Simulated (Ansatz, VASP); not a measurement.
**One calculation of Pd, two programs**

INCAR

```
SYSTEM = Pd
ALGO     = Normal         ! electronic algorithm
EDIFF    = 1E-6           ! SCF threshold, eV
ENCUT    = 500            ! plane-wave cutoff, eV
GGA      = PE             ! functional
GGA_COMPAT= .False.      
ISIF     = 2              ! what is computed and relaxed
ISMEAR   = -1             ! smearing method
ISPIN    = 2              ! spin polarisation
LASPH    = .True.         ! aspherical terms in the spheres
LCHARG   = .True.         ! write CHGCAR
LELF     = .True.         ! ELF
LMAXMIX  = 4              ! l up to which the mixer works
LORBIT   = 11             ! projections on sites
LREAL    = .False.        ! projectors in reciprocal space
LVHAR    = .True.       
LWAVE    = .False.        ! write WAVECAR
MAGMOM   = 0.5            ! initial moments
NBANDS   = 15             ! bands
NELM     = 200            ! most SCF steps
PREC     = Accurate       ! precision mode
SIGMA    = 0.05           ! smearing width, eV
```

KPOINTS

```
k-points
0
Gamma
  14 14 14
  0 0 0
```

The input POSCAR:

```
Pd
1.0
    2.6149101206      0.0000000000      0.0000000000
    0.0000000000      2.6149101206      0.0000000000
    0.0000000000      0.0000000000      2.6149101206
Pd
1
Direct
    0.0000000000      0.0000000000      0.0000000000
```

Input for Ansatz:

```yaml
crystal:
  lattice:
    - [2.6149101206, 0.0, 0.0]
    - [0.0, 2.6149101206, 0.0]
    - [0.0, 0.0, 2.6149101206]
  atoms:
    - { symbol: Pd, position: [0.0, 0.0, 0.0], spin: 0.5 }
hamiltonian:
  xc: pbe
  pseudopotentials:
    kind: paw
    azcp:
      Pd: "pseudopotentials/Pd.paw.azcp"
basis:
  ecutwfc: 420
  fft_grid_basis: typed
kpoints:
  mp_grid: { grid: [14, 14, 14], shift: [0, 0, 0] }
magnetization:
  spin_polarized: true
scf:
  occupations: { method: fermi_dirac, width: 0.05 }
  lower_state_search: "off"
output:
  stress: true
```

Alike in both runs: task single point; functional PBE; k mesh 14 × 14 × 14; occupations fermi-dirac, width 0.05 eV; collinear spin.

|  | VASP | Ansatz |
| --- | --- | --- |
| version | VASP 6.6.1 | Ansatz 0.2.0 |
| potentials or method | VASP PAW PBE potentials, release 64 (Pd), cutoff 500 eV | plane waves (420 eV) with PAW, scalar-relativistic |
| valence electrons in the cell | 10 | 18 |

VASP gave:

| Item | Value |
| --- | --- |
| pressure (GPa) | -0.3 |
| net moment per atom (μB) | 0.00 |

Problem. What did Ansatz give for the same quantities?

Solution. Pressure (GPa): 0.0; net moment per atom (μB): 0.00.

VASP's potentials hold 10 valence electrons a cell and Ansatz's 18, so a difference there can come from the potentials and not from the codes. Ansatz's warnings: seeded moment not kept.
